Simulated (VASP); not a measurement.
## BN: relaxation of the atoms with r2SCAN

BN:

```
CELL_PARAMETERS angstrom
0.00000 1.78637 1.78637
1.78637 0.00000 1.78637
1.78637 1.78637 0.00000
ATOMIC_POSITIONS crystal
B 0.00000 0.00000 0.00000
N 0.25000 0.25000 0.25000
```

This cell differs from its parent crystal: strained cell.

| Quantity | Value |
| --- | --- |
| Program | VASP 6.6.1 |
| Task | relaxation of the atoms |
| Functional | r2SCAN |
| Potentials or basis | VASP PAW PBE potentials, release 64 (B, N) |
| Cutoff | 580 eV |
| k mesh | 10 × 10 × 10 |
| Occupations | gaussian, width 0.02 eV |
| Spin | no spin polarisation |
| Dipole correction | no |
| Further INCAR settings | ALGO = Normal; EDIFF = 1e-07; IBRION = 2; EDIFFG = -0.002; NSW = 60 |

```yaml
Pressure_after_relaxing: 14.1 GPa
Band_gap_on_the_k_mesh: 5.02 eV (least direct gap 9.70 eV)
```

Final structure:
```yaml
crystal:
  lattice:
    - [0.00000, 1.78637, 1.78637]
    - [1.78637, 0.00000, 1.78637]
    - [1.78637, 1.78637, 0.00000]
  atoms:
    - { symbol: B, position: [0.00000, 0.00000, 0.00000] }
    - { symbol: N, position: [0.25000, 0.25000, 0.25000] }
```

Levels at points of the mesh, in eV from the valence-band top:
| k point | band 1 | band 2 | band 3 | band 4 | band 5 | band 6 | band 7 | band 8 |
| --- | --- | --- | --- | --- | --- | --- | --- | --- |
| (0.00, 0.00, 0.00) | -21.71 | 0.00 | 0.00 | 0.00 | 9.70 | 9.70 | 9.70 | 11.68 |
| (0.50, 0.00, 0.00) | -17.24 | -11.42 | -2.08 | -2.08 | 11.27 | 11.67 | 11.67 | 16.78 |
| (0.50, 0.50, 0.00) | -15.77 | -9.56 | -5.28 | -5.28 | 5.02 | 10.02 | 19.83 | 19.83 |

Run time: 38 s on 1 thread of Intel Xeon 8259CL (shared host), peak memory 0.12 GiB.

Caveat: the cell differs from its parent crystal (strained cell); the relaxation stopped at its first step, so nothing moved; the PAW data sets were made with another functional, which shifts forces and pressure a little. A k mesh can miss the band edges.
